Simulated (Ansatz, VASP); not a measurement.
# BeS: VASP beside Ansatz

```
CELL_PARAMETERS angstrom
0.00000 2.19924 2.19924
2.19924 0.00000 2.19924
2.19924 2.19924 0.00000
ATOMIC_POSITIONS crystal
Be 0.00000 0.00000 0.00000
S 0.50000 0.50000 0.50000
```

Change from the starting cell: volume scaled by 0.9, LAPW.

Alike in both runs: task single point; functional LDA; k mesh 17 × 17 × 17; occupations fermi-dirac, width 0.08 eV; no spin polarisation.

|  | VASP | Ansatz |
| --- | --- | --- |
| version | VASP 6.6.1 | Ansatz 0.2.0 |
| potentials or method | VASP PAW LDA potentials, release 64 (Be, S), cutoff 600 eV | all-electron LAPW, scalar-relativistic |

```tsv
	VASP	Ansatz	Ansatz less VASP
pressure (GPa)	15.4	15.3	-0.13
```

LDA's correlation is that of Perdew and Zunger in VASP and of Perdew and Wang (1992) in Ansatz. Ansatz ran all-electron here, and VASP with PAW potentials.
